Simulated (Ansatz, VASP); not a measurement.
## V: VASP beside Ansatz

Contents of INCAR:

```
SYSTEM = V
ALGO = Normal
EDIFF = 1E-6
ENCUT = 500
GGA = PE
GGA_COMPAT = .False.
ISIF = 2
ISMEAR = 0
ISPIN = 2
LASPH = .True.
LCHARG = .False.
LMAXMIX = 4
LORBIT = 11
LREAL = .False.
LWAVE = .False.
MAGMOM = 0.51
NBANDS = 16
NELM = 200
PREC = Accurate
SIGMA = 0.1
```

KPOINTS

```
k-points
0
Gamma
  6 6 6
  0 0 0
```

POSCAR

```
V
1.0
   -1.5130000000      1.5130000000      1.5130000000
    1.5130000000     -1.5130000000      1.5130000000
    1.5130000000      1.5130000000     -1.5130000000
V
1
Direct
    0.0000000000      0.1652346332      0.1652346332
```

Input for Ansatz:

```yaml
crystal:
  lattice:
    - [-1.513, 1.513, 1.513]
    - [1.513, -1.513, 1.513]
    - [1.513, 1.513, -1.513]
  atoms:
    - { symbol: V, position: [0.0, 0.1652346332, 0.1652346332], spin: 0.51 }
basis: {}
kpoints:
  mp_grid: { grid: [6, 6, 6] }
hamiltonian:
  xc: pbe
scf:
  occupations: { method: gaussian, width: 0.1 }
  lower_state_search: "off"
  max_iter: 40
output:
  forces: true
  stress: true
  eigenvalues: true
  populations: true
magnetization:
  spin_polarized: true
accuracy: low
```

Alike in both runs: task single point; functional PBE; k mesh 6 × 6 × 6; occupations gaussian, width 0.1 eV; collinear spin.

|  | VASP | Ansatz |
| --- | --- | --- |
| version | VASP 6.6.1 | Ansatz 0.2.0 |
| potentials or method | VASP PAW PBE potentials, release 64 (V_sv) | scalar-relativistic, plane waves, PAW |
| plane-wave cutoff (eV) | 500 | 420 |
| valence electrons in the cell | 13 | 13 |

|  | VASP | Ansatz | Ansatz less VASP |
| --- | --- | --- | --- |
| gap on the k mesh at the Fermi level (eV) | none | none | - |
| pressure (GPa) | -3.6 | -3.6 | -0.07 |
| net moment per atom (μB) | 0.62 | 0.62 | -0.002 |
| size of the moment on the site where the two differ most (μB) | 0.49 | 0.46 | -0.026 |

Site moments also hang on the region over which each program counts them. A gap of «none» marks a metal or a gap that the smearing closes. The functional is the same, so the differences come from potentials, cutoffs and numerics.

The k mesh is coarse, so the values compare programs but aren't converged.
